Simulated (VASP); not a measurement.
Set up this calculation in VASP 6.6.1, as the native input.

```yaml
Task: single point
Functional: PBE
Potentials_or_basis: VASP PAW PBE potentials, release 64 (P)
Cutoff: 520 eV
k_mesh: 6 × 6 × 5
Occupations: gaussian, width 0.05 eV
Spin: no spin polarisation
Dipole_correction: no
Further_INCAR_settings: ALGO = Normal; EDIFF = 1e-06; NBANDS = 18
```

The structure of P lies in POSCAR:

```
P
1.0
    1.7012892689     -5.3782163475      0.0000000000
    1.7012892689      5.3782163475      0.0000000000
    0.0000000000      0.0000000000      4.4930985980
P
4
Direct
    0.8983800000      0.1016200000      0.0806800000
    0.6016200000      0.3983800000      0.5806800000
    0.1016200000      0.8983800000      0.9193200000
    0.3983800000      0.6016200000      0.4193200000
```

These files were run (other wordings do the same):

INCAR

```
  ALGO = Normal
  EDIFF = 1E-6
  ENCUT = 520
  GGA = PE
  ISIF = 2
  ISMEAR = 0
  LASPH = True
  LCHARG = False
  LREAL = False
  LWAVE = False
  NBANDS = 18
  NELM = 60
  PREC = Accurate
  SIGMA = 0.05
```

KPOINTS

```
k-points
0
Gamma
  6 6 5
```

Potentials or basis: VASP PAW PBE potentials, release 64 (P).

Run with:

```bash
$ cat potpaw_PBE.64/P/POTCAR > POTCAR
$ mpirun -np 1 vasp_std > vasp.out
```

Results of the run:

```json
{
  "Pressure": "-3.7 GPa",
  "Largest force": "0.538 eV/Å",
  "Band gap on the k mesh": "0.05 eV, direct"
}
```

It took 74 s on 1 thread of AMD EPYC 7R43 64-Core Processor (Zen 3), with other jobs on the host, peak memory 0.19 GiB.
